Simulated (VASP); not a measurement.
A run of VASP 6.6.1:

File INCAR:

```
SYSTEM = HgTe
PREC = Accurate
ENCUT = 520
EDIFF = 1E-7
ISMEAR = -1
SIGMA = 0.08
LREAL = .FALSE.
LASPH = .TRUE.
NELM = 80
ALGO = Normal
ISIF = 2
LWAVE = .FALSE.
LCHARG = .TRUE.
GGA = CA
LELF = .TRUE.
LVHAR = .TRUE.
NBANDS = 16
```

Contents of KPOINTS:

```
regular mesh
0
G
  10 10 10
  0 0 0
```

The input POSCAR:

```
HgTe
1.0
    0.0876450000      2.9653225000      2.9653225000
    2.9653225000      0.0876450000      2.9653225000
    2.9653225000      2.9653225000      0.0876450000
Hg Te
1 1
Direct
    0.0000000000      0.0000000000      0.0000000000
    0.5000000000      0.5000000000      0.5000000000
```

Potentials or basis: VASP PAW LDA potentials, release 64 (Hg, Te).

Command:

```sh
$ cat potpaw_LDA.64/Hg/POTCAR potpaw_LDA.64/Te/POTCAR > POTCAR
$ mpirun -np 1 vasp_std > vasp.out
```

Hardware: 1 thread of Intel(R) Xeon(R) Platinum 8488C (Sapphire Rapids) (shared host).

Q: How long does it take, and how much memory?

A: Wall time 84 s on 1 thread of Intel(R) Xeon(R) Platinum 8488C (Sapphire Rapids), on a shared host, peak memory 0.23 GiB. Counts: scf iterations 13, k points 116.
